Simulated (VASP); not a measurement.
Runs of VASP 6.6.1 on CdF2. The structure is that of space group Fm-3m (No. 225), or close to it. The cells are those of the table. 

| task | cell | cutoff (eV) | gap on the mesh (eV) | pressure (GPa) |
| --- | --- | --- | --- | --- |
| single point | a = 3.711 Å, angles 60.0°, 3 atoms | 520 | 3.19 | 11.3 |
| single point | a = 3.674 Å, angles 60.0°, 3 atoms | 520 | 3.30 | 16.5 |
| single point | a = 3.796 Å, angles 60.0°, 3 atoms | 520 | (b) | 1.8 |
| single point | a = 3.764 Å, angles 60.0°, 3 atoms | 520 | 3.05 | 5.0 |
| relaxation of cell and atoms | relaxed to 10 GPa from a = 3.807 Å, angles 60.0°, 3 atoms | 600 | (a) | 10.0 |
| relaxation of cell and atoms | relaxed to 7 GPa from a = 3.807 Å, angles 60.0°, 3 atoms | 600 | (c) | 7.0 |
| relaxation of cell and atoms | relaxed to 15 GPa from a = 3.807 Å, angles 60.0°, 3 atoms | 600 | 3.28 | 15.0 |

Alike in all rows: level PBEsol; potentials or basis VASP PAW PBE potentials, release 64 (Cd, F); no spin polarisation; k mesh 6 × 6 × 6; smearing gaussian 0.01 eV.

Task: Estimate the missing entries.

Result: (a) 3.17; (b) 2.96; (c) 3.11.

Caveats: the PAW data sets were made with another functional, which shifts forces and pressure a little; the cell stands under pressure (at least some runs); the cell is relaxed towards a set pressure, so the run minimises the enthalpy, not the energy (at least some runs).

A k mesh can miss the band edges, and the runs leave out spin-orbit coupling on Cd.
